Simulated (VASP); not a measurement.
# Si4N (I4/mmm) in VASP: a series of runs

Si4N is run at these levels: PBE; tasks: single point, relaxation of cell and atoms.

All numbers are computed with VASP 6.6.1; they aren't measurements. Logs are shortened: lines on timing, memory, paths and dates and some standing lists are left out, and cuts for length are marked.

**1. The cell of the first run**

The structure is tetragonal, space group I4/mmm (No. 139). Conventional cell: a = 4.301 Å, b = 4.301 Å, c = 9.031 Å, α = 90.00°, β = 90.00°, γ = 90.00°. Within 3.2 Å of Si (site symmetry -4m2) lie 8 Si at 2.42 to 3.04 Å and 4 N at 3.12 Å. Si (site symmetry 4mm) has 5 Si at 2.28 to 2.42 Å within 3.0 Å. N (site symmetry 4/mmm) has 18 Si at 3.12 to 3.37 Å within 4.1 Å.

The cell was generated, and may not be a known phase.

**2. Single point, PBE, collinear spin, ferromagnetic start**

Contents of INCAR:

```
PREC = Accurate
ENCUT = 520
EDIFF = 1E-6
ISMEAR = 0
SIGMA = 0.1
LREAL = False
LASPH = True
NELM = 150
ALGO = Normal
ISIF = 2
LWAVE = False
LCHARG = True
ISPIN = 2
MAGMOM = 0 0 0 0 1
LORBIT = 11
GGA = PE
LELF = True
LVHAR = True
NBANDS = 22
```

Contents of KPOINTS:

```
Automatic mesh
0
Gamma
  6 6 6
```

Contents of POSCAR:

```
Si4N
1.0
   -2.1507266239      2.1507266239      4.5154184808
    2.1507266239     -2.1507266239      4.5154184808
    2.1507266239      2.1507266239     -4.5154184808
Si N
4 1
Direct
    0.7500000000      0.2500000000      0.5000000000
    0.2500000000      0.7500000000      0.5000000000
    0.3736575339      0.3736575339      0.0000000000
    0.6263424661      0.6263424661      0.0000000000
    0.0000000000      0.0000000000      0.0000000000
```

Potentials or basis: VASP PAW PBE potentials, release 64 (Si, N).

Run with:

```bash
cat potpaw_PBE.64/Si/POTCAR potpaw_PBE.64/N/POTCAR > POTCAR
mpirun -np 1 vasp_std > vasp.out
```

OUTCAR:

```text
PREC = Accurate
   ENCUT = 520
   EDIFF = 1E-6
   ISMEAR = 0
   LREAL = False
   LASPH = True
   NELM = 150
   ISIF = 2
   ISPIN = 2
   LORBIT = 11
   GGA = PE

 ion  position               nearest neighbor table
   1  0.750  0.250  0.500-   3 2.42   4 2.42   3 2.42   4 2.42   2 3.04   2 3.04   2 3.04   2 3.04

   2  0.250  0.750  0.500-   3 2.42   4 2.42   3 2.42   4 2.42   1 3.04   1 3.04   1 3.04   1 3.04

   3  0.374  0.374  0.000-   4 2.28   2 2.42   1 2.42   2 2.42   1 2.42
   4  0.626  0.626  0.000-   3 2.28   1 2.42   2 2.42   1 2.42   2 2.42
   5  0.000  0.000  0.000-

  LATTYP: Found a body centered tetragonal cell.
 ALAT       =     4.3014532478
 C/A-ratio  =     2.0994850906

  Lattice vectors:

 A1 = (  -2.1507266239,   2.1507266239,   4.5154184808)
 A2 = (   2.1507266239,  -2.1507266239,   4.5154184808)
 A3 = (   2.1507266239,   2.1507266239,  -4.5154184808)

Analysis of symmetry for initial positions (statically):
=====================================================================
 Subroutine PRICEL returns:
 Original cell was already a primitive cell.

 Routine SETGRP: Setting up the symmetry group for a
 body centered tetragonal supercell.

 Subroutine GETGRP returns: Found 16 space group operations
 (whereof 16 operations were pure point group operations)
 out of a pool of 16 trial point group operations.

The static configuration has the point symmetry D_4h.

Analysis of symmetry for dynamics (positions and initial velocities):
=====================================================================
 Subroutine PRICEL returns:
 Original cell was already a primitive cell.

 Routine SETGRP: Setting up the symmetry group for a
 body centered tetragonal supercell.

 Subroutine GETGRP returns: Found 16 space group operations
 (whereof 16 operations were pure point group operations)
 out of a pool of 16 trial point group operations.

The dynamic configuration has the point symmetry D_4h.

Analysis of structural, dynamic, and magnetic symmetry:
=====================================================================
 Subroutine PRICEL returns:
 Original cell was already a primitive cell.

 Routine SETGRP: Setting up the symmetry group for a
 body centered tetragonal supercell.

 Subroutine GETGRP returns: Found 16 space group operations
 (whereof 16 operations were pure point group operations)
 out of a pool of 16 trial point group operations.

The overall configuration has the point symmetry D_4h.

 Subroutine INISYM returns: Found 16 space group operations
 (whereof 16 operations are pure point group operations),
 and found     1 'primitive' translations

----------------------------------------------------------------------------------------

                                     Primitive cell

  volume of cell :      83.5465

  direct lattice vectors                    reciprocal lattice vectors
    -2.150726624  2.150726624  4.515418481     0.000000000  0.232479570  0.110731708
     2.150726624 -2.150726624  4.515418481     0.232479570  0.000000000  0.110731708
     2.150726624  2.150726624 -4.515418481     0.232479570  0.232479570  0.000000000

  length of vectors
     5.444286370  5.444286370  5.444286370     0.257503906  0.257503906  0.328775760

  position of ions in fractional coordinates (direct lattice)
     0.750000000  0.250000000  0.500000000
     0.250000000  0.750000000  0.500000000
     0.373657534  0.373657534  0.000000000
     0.626342466  0.626342466  0.000000000
     0.000000000  0.000000000  0.000000000

  ion indices of the primitive-cell ions
   primitive index   ion index
                 1           1
                 2           2
                 3           3
                 4           4
                 5           5

----------------------------------------------------------------------------------------

 KPOINTS: Automatic mesh

Automatic generation of k-mesh.
 Grid dimensions read from file:
 generate k-points for:    6    6    6

 Generating k-lattice:

  Cartesian coordinates                     Fractional coordinates (reciprocal lattice)
     0.000000000  0.038746595  0.018455285     0.166666667 -0.000000000  0.000000000
     0.038746595  0.000000000  0.018455285    -0.000000000  0.166666667  0.000000000
     0.038746595  0.038746595  0.000000000     0.000000000  0.000000000  0.166666667

  Length of vectors
     0.042917318  0.042917318  0.054795960

  Shift w.r.t. Gamma in fractional coordinates (k-lattice)
     0.000000000  0.000000000  0.000000000

 Subroutine IBZKPT returns following result:
 ===========================================

 Found     30 irreducible k-points:

 Following reciprocal coordinates:
            Coordinates               Weight
  0.000000  0.000000  0.000000      1.000000
  0.166667 -0.000000  0.000000      8.000000
  0.333333 -0.000000  0.000000      8.000000
  0.500000  0.000000  0.000000      4.000000
  0.166667  0.166667  0.000000      8.000000
  0.333333  0.166667  0.000000     16.000000
[... 16 lines left out ...]
 -0.333333 -0.333333  0.166667      8.000000
 -0.166667 -0.333333  0.166667      8.000000
 [... further k-points ...]
   k-points           NKPTS =     30   k-points in BZ     NKDIM =     30   number of bands    NBANDS=     22
   number of dos      NEDOS =    301   number of ions     NIONS =      5
   total plane-waves  NPLWV =  64000
   dimension x,y,z NGX =    40 NGY =   40 NGZ =   40
   dimension x,y,z NGXF=    80 NGYF=   80 NGZF=   80
   ions per type =               4   1
   NGX,Y,Z   is equivalent  to a cutoff of  12.21, 12.21, 12.21 a.u.
   NGXF,Y,Z  is equivalent  to a cutoff of  24.43, 24.43, 24.43 a.u.
 SYSTEM =  unknown system
   PREC   = accura    normal or accurate (medium, high low for compatibility)
   ISTART =      0    job   : 0-new  1-cont  2-samecut
   ICHARG =      2    charge: 1-file 2-atom 10-const
   ISPIN  =      2    spin polarized calculation?
   LNONCOLLINEAR =      F non collinear calculations
   LSORBIT =      F    spin-orbit coupling
   LASPH  =      T    aspherical Exc in radial PAW
   ENCUT  =  520.0 eV  38.22 Ry    6.18 a.u.  10.12 10.12 10.12*2*pi/ulx,y,z
   NELM   =    150;   NELMIN=  2; NELMDL= -5     # of ELM steps
   EDIFF  = 0.1E-05   stopping-criterion for ELM
   LREAL  =      F    real-space projection
   EDIFFG = 0.1E-04   stopping-criterion for IOM
   NSW    =      0    number of steps for IOM
   IBRION =     -1    ionic relax: 0-MD 1-quasi-New 2-CG
   NFREE  =      0    steps in history (QN), initial steepest desc. (CG)
   ISIF   =      2    stress and relaxation
   ISYM   =      2    0-nonsym 1-usesym 2-fastsym
   POTIM  = 0.5000    time-step for ionic-motion
   TEBEG  =    0.0;   TEEND  =   0.0 temperature during run
   PSTRESS=    0.0 pullay stress
   NELECT =      21.0000    total number of electrons
   NUPDOWN=      -1.0000    fix difference up-down
   EMIN   =  10.00;   EMAX   =-10.00  energy-range for DOS
   EFERMI =   0.00;   METHOD = LEGACY
   ISMEAR =     0;   SIGMA  =   0.10  broadening in eV -4-tet -1-fermi 0-gaus
   EFERMI_NEDOS =   21; number of points for ismear=-14 and -15
   IALGO  =     38    algorithm
   IMIX   =      4    mixing-type and parameters
     AMIX     =   0.40;   BMIX     =  1.00
     AMIX_MAG =   1.60;   BMIX_MAG =  1.00
  volume/ion in A,a.u.               =      16.71       112.76
  Fermi-wavevector in a.u.,A,eV,Ry     =   1.033170  1.952408 14.523406  1.067440
  Thomas-Fermi vector in A             =   2.167404
   LORBIT       =     11    0 simple, 1 ext, 2 COOP (PROOUT), +10 PAW based schemes
   GGA     = PE    functional components
   LHFCALC =     F    Hartree Fock is set to
   AEXX    =    0.0000 exact exchange contribution
   IVDW    =     0    specifies the selected vdW correction
   LEPSILON=     F    determine dielectric tensor
   LRPA    =     F    only Hartree local field effects (RPA)
 spin polarized calculation
 Gauss-broadening in eV      SIGMA  =   0.10
  energy-cutoff  :      520.00
  volume of cell :       83.55
 maximum number of plane-waves:      2276
   NGX = 21   NGY = 21   NGZ = 21

 number of electron      20.9999999 magnetization       2.0599247

 Free energy of the ion-electron system (eV)
  ---------------------------------------------------
  ext. energy  EPLUGINS =         0.00000000
  ---------------------------------------------------
  free energy    TOTEN  =       -24.25778876 eV

  energy without entropy =      -24.24602324  energy(sigma->0) =      -24.25190600

 E-fermi :   6.0074     XC(G=0): -10.0141

 val. band max:        5.9969756495   @ k =  -0.3333   0.3333   0.1667
 cond. band min:       6.0108626994   @ k =   0.5000   0.5000   0.3333
 fundamental gap:      0.0138870498
 Fermi energy:         6.0073735657

 spin component 1

 k-point     1 :       0.0000    0.0000    0.0000
  band No.  band energies     occupation
      1      -8.1517      1.00000
      2      -5.4922      1.00000
      3      -0.3105      1.00000
      4       0.7260      1.00000
      5       1.4965      1.00000
      6       1.7293      1.00000
[... 574 lines left out ...]
      6       2.3999      1.00000
[... 14 lines left out ...]
     21      13.3835      0.00000
     22      15.8455      0.00000

 [... further k-points ...]

 spin component 2

 k-point     1 :       0.0000    0.0000    0.0000
  band No.  band energies     occupation
      1      -6.8847      1.00000
      2      -3.8652      1.00000
      3      -0.2060      1.00000
      4       0.7585      1.00000
      5       1.5062      1.00000
      6       1.7927      1.00000
[... 574 lines left out ...]
      6       2.5533      1.00000
[... 14 lines left out ...]
     21      13.4196      0.00000
     22      15.9715      0.00000

 [... further k-points ...]

------------------------ aborting loop because EDIFF is reached ----------------------------------------

  FORCE on cell =-STRESS in cart. coord.  units (eV):
  Direction    XX          YY          ZZ          XY          YZ          ZX
  --------------------------------------------------------------------------------------
  -------------------------------------------------------------------------------------
  Total       -0.0123581     -0.0123581     -0.0701819      0.0000000      0.0000000      0.0000000
  in kB       -0.2369914     -0.2369914     -1.3458833      0.0000000      0.0000000      0.0000000
  external PRESSURE =      -0.6066220 kB  Pullay stress =       0.0000000 kB

 VOLUME and BASIS-vectors are now :
 -----------------------------------------------------------------------------
  energy-cutoff  :      520.00
  volume of cell :       83.55
      direct lattice vectors                 reciprocal lattice vectors
    -2.150726624  2.150726624  4.515418481     0.000000000  0.232479570  0.110731708
     2.150726624 -2.150726624  4.515418481     0.232479570  0.000000000  0.110731708
     2.150726624  2.150726624 -4.515418481     0.232479570  0.232479570  0.000000000

 POSITION                                       TOTAL-FORCE (eV/Angst)
 -----------------------------------------------------------------------------------
      0.00000      2.15073      2.25771        -0.000000     -0.000000      0.000000
      2.15073      0.00000      2.25771        -0.000000     -0.000000      0.000000
      0.00000      0.00000      3.37444        -0.000000     -0.000000     -0.016253
      0.00000      0.00000      5.65640         0.000000      0.000000      0.016253
      0.00000      0.00000      0.00000        -0.000000     -0.000000      0.000000
 -----------------------------------------------------------------------------------
    total drift:                               -0.000000     -0.000000     -0.000000

  FREE ENERGIE OF THE ION-ELECTRON SYSTEM (eV)
  ---------------------------------------------------
  free  energy   TOTEN  =       -24.2577887587 eV

  energy  without entropy=      -24.2460232439  energy(sigma->0) =      -24.25190600

 total charge

# of ion       s       p       d       tot
------------------------------------------
    1        0.827   0.759   0.000   1.586
    2        0.827   0.759   0.000   1.586
    3        0.762   0.922   0.000   1.683
    4        0.762   0.922   0.000   1.683
    5        1.349   1.984   0.000   3.333
--------------------------------------------------
tot          4.526   5.346   0.000   9.872

 magnetization (x)

# of ion       s       p       d       tot
------------------------------------------
    1        0.002   0.010   0.000   0.013
    2        0.002   0.010   0.000   0.013
    3        0.003   0.037   0.000   0.039
    4        0.003   0.037   0.000   0.039
    5        0.030   1.275   0.000   1.305
--------------------------------------------------
tot          0.041   1.369   0.000   1.409
```

It took 2.9 min on 1 thread of Intel Xeon 8259CL, shared host; peak memory 0.32 GiB.

Results:

```yaml
Free_energy: -24.2578 eV
Pressure: -0.1 GPa
Largest_force: 0.016 eV/Å
Net_moment: 2.06 μB per cell
Site_moments: Si +0.01, +0.04 (each value once); N +1.30 μB
Valence_electrons_inside_the_program's_atomic_spheres: Si 1.59, 1.68 (each value once); N 3.33
```

Forces on the atoms (eV/Å):
```
Si   0.000  0.000  0.000
Si   0.000  0.000  0.000
Si   0.000  0.000 -0.016
Si   0.000  0.000  0.016
N    0.000  0.000  0.000
```

Stress tensor (GPa, compression positive):
```
-0.02  0.00  0.00
 0.00 -0.02  0.00
 0.00  0.00 -0.13
```

**3. Relaxation of cell and atoms, PBE, collinear spin, ferromagnetic start**

This run uses another cell than the first one, of 17.28 Å³/atom.

Contents of INCAR:

```
PREC = Accurate ; ENCUT = 600
EDIFF = 1E-7 ; ISMEAR = 0
SIGMA = 0.1 ; LREAL = False
LASPH = True ; NELM = 150
ALGO = Normal ; ISIF = 3
LWAVE = False ; LCHARG = False
ISPIN = 2 ; MAGMOM = 0 0 0 0 1
LORBIT = 11 ; GGA = PE
IBRION = 2 ; NSW = 90
EDIFFG = -0.04
```

Contents of KPOINTS:

```
regular mesh
0
Gamma
  6 6 6
```

Contents of POSCAR:

```
Si4N
1.0
   -2.0531494300      2.0531494300      5.1254185500
    2.0531494300     -2.0531494300      5.1254185500
    2.0531494300      2.0531494300     -5.1254185500
Si N
4 1
Direct
    0.7500000000      0.2500000000      0.5000000000
    0.2500000000      0.7500000000      0.5000000000
    0.3957200100      0.3957200100      0.0000000000
    0.6042799900      0.6042799900      0.0000000000
    0.0000000000      0.0000000000      0.0000000000
```

Potentials or basis: VASP PAW PBE potentials, release 64 (Si, N).

Run with:

```bash
cat potpaw_PBE.64/Si/POTCAR potpaw_PBE.64/N/POTCAR > POTCAR
mpirun -np 1 vasp_std > vasp.out
```

Run time: 44 min. Hardware: 1 thread of Intel Xeon 8259CL, shared host; peak memory 0.45 GiB.

The run converged. Its results:

```yaml
Free_energy: -24.2597 eV
Relaxed_volume: 16.67 Å³/atom
Relaxed_cell: a = 5.455 Å, b = 5.455 Å, c = 5.455 Å, α = 133.72°, β = 133.72°, γ = 67.53°
Space_group_after_relaxing_to_0.1_Å: I4/mmm (No. 139)
Energy_gained_by_relaxing: 146.5 meV/atom
Ionic_steps: 15
Pressure_after_relaxing: 0.0 GPa
Largest_force_after_relaxing: 0.011 eV/Å
Net_moment: 2.04 μB per cell
Site_moments: Si +0.01, +0.04 (each value once); N +1.29 μB
Valence_electrons_inside_the_program's_atomic_spheres: Si 1.59, 1.68 (each value once); N 3.32
```

Forces in eV/Å, atoms in the order of the input:
```
Si   0.000  0.000  0.000
Si   0.000  0.000  0.000
Si   0.000  0.000  0.011
Si   0.000  0.000 -0.011
N    0.000  0.000  0.000
```

Stress tensor (GPa, compression positive):
```
 0.19  0.00  0.00
 0.00  0.19  0.00
 0.00  0.00 -0.30
```

The path:
| step | energy change (eV) | largest force (eV/Å) | pressure (GPa) | volume (Å³) |
| --- | --- | --- | --- | --- |
| 1 | 0.0000 | 3.6319 | -5.85 | 86.42 |
| 2 | -0.3243 | 1.9811 | 2.66 | 78.74 |
| 3 | -0.4941 | 0.0833 | -2.34 | 81.58 |
| 4 | -0.4942 | 0.1487 | -2.21 | 81.49 |
| 5 | -0.5543 | 0.0802 | 1.05 | 78.57 |
| 6 | -0.5566 | 0.0564 | 1.82 | 78.00 |
| 7 | -0.5891 | 0.5484 | 1.28 | 78.86 |
| 8 | -0.5946 | 0.9517 | 1.06 | 79.37 |
| 9 | -0.6150 | 0.8794 | 0.78 | 80.00 |
| 10 | -0.6730 | 0.6884 | 0.00 | 81.87 |
| 11 | -0.7189 | 0.2681 | -1.89 | 85.51 |
| 12 | -0.7201 | 0.3457 | -1.49 | 84.84 |
| 13 | -0.7306 | 0.0294 | -0.57 | 83.95 |
| 14 | -0.7315 | 0.0887 | -0.21 | 83.62 |
| 15 | -0.7326 | 0.0113 | 0.03 | 83.36 |

Final structure:
```cif
data_structure
_symmetry_space_group_name_H-M 'P 1'
_symmetry_Int_Tables_number 1
_cell_length_a 5.4546
_cell_length_b 5.4546
_cell_length_c 5.4546
_cell_angle_alpha 133.715
_cell_angle_beta 133.715
_cell_angle_gamma 67.533
_cell_volume 83.36
loop_
_atom_site_label
_atom_site_type_symbol
_atom_site_fract_x
_atom_site_fract_y
_atom_site_fract_z
_atom_site_occupancy
Si1 Si 0.75000 0.25000 0.50000 1
Si2 Si 0.25000 0.75000 0.50000 1
Si3 Si 0.37408 0.37408 0.00000 1
Si4 Si 0.62592 0.62592 0.00000 1
N1 N 0.00000 0.00000 0.00000 1
```

Levels at points of the mesh, in eV from the Fermi level:
Spin up:
```
           k point  band 9  band 10  band 11  band 12  band 13  band 14  band 15
(0.00, 0.00, 0.00)   -2.90    -2.90    -0.47    -0.47     0.37     2.20     3.74
(0.50, 0.00, 0.00)   -1.86    -1.79    -1.40    -0.49     0.87     2.63     2.87
(0.50, 0.50, 0.00)   -2.19    -1.72    -0.38     2.49     3.33     4.15     4.42
(0.50, 0.50, 0.50)   -1.52    -1.42     0.26     0.26     0.62     1.74     2.83
```
Spin down:
```
           k point  band 7  band 8  band 9  band 10  band 11  band 12  band 13  band 14
(0.00, 0.00, 0.00)   -4.23   -2.17   -1.64    -1.64     0.36     0.85     0.85     3.33
(0.50, 0.00, 0.00)   -2.71   -2.09   -1.25    -0.45     0.44     0.54     2.19     2.65
(0.50, 0.50, 0.00)   -3.95   -1.68   -1.06    -0.03     1.91     3.22     4.14     4.33
(0.50, 0.50, 0.50)   -1.34    0.37    0.37     0.42     0.70     1.00     1.00     1.71
```
